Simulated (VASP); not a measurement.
Crystal: CsB2.

```
Cs B
1.0
    -3.29780   -0.05617   -0.13950
    -0.40585   -3.40460    5.26595
    -0.34855    3.71036    5.08663
Cs B
2 4
Cartesian
  -0.4417 2.5480 5.7622
  -2.1584 -1.0812 4.4824
  -1.3411 1.6266 2.5148
  -0.9489 -0.1670 7.7352
  -2.6001 -0.1963 7.7048
  -2.9889 1.6043 2.4199
```

- Program: VASP 6.6.1
- Task: relaxation of cell and atoms
- Functional: PBE
- Potentials or basis: VASP PAW PBE potentials, release 64 (Cs_sv, B)
- Cutoff: 600 eV
- k mesh: 6 × 4 × 4
- Occupations: gaussian, width 0.1 eV
- Spin: no spin polarisation

At the start: pressure 0.6 GPa; volume 20.32 Å³/atom.

Question: How do energy, volume and symmetry change on relaxing?

Answer: Over 12 steps the energy falls by 2.3 meV/atom and the volume is 20.72 Å³/atom (+2.0 %); space group P1 (No. 1, to 0.05 Å).

The path:
| step | energy change (eV) | largest force (eV/Å) | pressure (GPa) | volume (Å³) |
| --- | --- | --- | --- | --- |
| 1 | 0.0000 | 0.0559 | 0.62 | 121.91 |
| 2 | -0.0055 | 0.0770 | -0.10 | 123.29 |
| 3 | -0.0056 | 0.0919 | -0.20 | 123.49 |
| 4 | -0.0092 | 0.0760 | 0.02 | 123.93 |
| 5 | -0.0093 | 0.0766 | 0.06 | 124.03 |
| 6 | -0.0107 | 0.0539 | -0.03 | 124.33 |
| 7 | -0.0116 | 0.0571 | -0.16 | 124.74 |
| 8 | -0.0127 | 0.0423 | -0.01 | 124.52 |
| 9 | -0.0127 | 0.0657 | 0.04 | 124.47 |
| 10 | -0.0131 | 0.0880 | -0.06 | 124.41 |
| 11 | -0.0131 | 0.0601 | -0.04 | 124.43 |
| 12 | -0.0136 | 0.0290 | -0.03 | 124.29 |

Final structure:
```cif
data_structure
_symmetry_space_group_name_H-M 'P 1'
_symmetry_Int_Tables_number 1
_cell_length_a 3.3045
_cell_length_b 6.3117
_cell_length_c 6.3154
_cell_angle_alpha 70.842
_cell_angle_beta 90.004
_cell_angle_gamma 87.501
_cell_volume 124.29
loop_
_atom_site_label
_atom_site_type_symbol
_atom_site_fract_x
_atom_site_fract_y
_atom_site_fract_z
_atom_site_occupancy
Cs1 Cs 0.01038 0.22990 0.89766 1
Cs2 Cs 0.55117 0.60244 0.26998 1
B1 B 0.35069 0.02922 0.47509 1
B2 B 0.11853 0.80422 0.69052 1
B3 B 0.61850 0.80927 0.69446 1
B4 B 0.85073 0.02495 0.47229 1
```
